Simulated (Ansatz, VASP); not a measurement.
TiO2: VASP beside Ansatz

```
CELL_PARAMETERS angstrom
3.77067 0.00000 0.00000
0.00000 3.77067 0.00000
0.00000 0.00000 28.91493
ATOMIC_POSITIONS crystal
O 0.50000 0.00000 0.25665
O 0.00000 0.00000 0.31256
O 0.50000 0.50000 0.33890
O 0.50000 0.00000 0.39943
O 0.00000 0.50000 0.42302
O 0.50000 0.50000 0.48286
O 0.00000 0.00000 0.50725
O 0.00000 0.50000 0.56679
O 0.50000 0.00000 0.59126
O 0.00000 0.00000 0.65074
O 0.50000 0.50000 0.67786
O 0.50000 0.00000 0.74899
Ti 0.50000 0.00000 0.31558
Ti 0.50000 0.50000 0.40142
Ti 0.00000 0.50000 0.48561
Ti 0.00000 0.00000 0.56977
Ti 0.50000 0.00000 0.65346
Ti 0.50000 0.50000 0.73953
```

Alike in both runs: functional PBEsol; k mesh 7 × 7 × 1; occupations gaussian, width 0.05 eV; no spin polarisation.

Ansatz relaxed the structure, and its values are those at the end. VASP's run is a single point on that final structure, the one shown.

|  | VASP | Ansatz |
| --- | --- | --- |
| version | VASP 6.6.1 | Ansatz 0.2.0 |
| potentials or method | VASP PAW PBE potentials, release 64 (O, Ti_sv), cutoff 520 eV | scalar-relativistic, plane waves, PAW |
| valence electrons in the cell | 144 | 144 |

|  | VASP | Ansatz | Ansatz less VASP |
| --- | --- | --- | --- |
| gap on the k mesh at the Fermi level (eV) | none | none | - |
| rms of the force components (eV/Å) | 0.054 | 0.001 | -0.0527 |

VASP's potentials were made for PBE, not for PBEsol. A gap of «none» marks a metal or a gap that the smearing closes. With one functional, cell and mesh, what is left measures potentials, basis and numerics. Ansatz's warnings: xc potential rough in thin density.
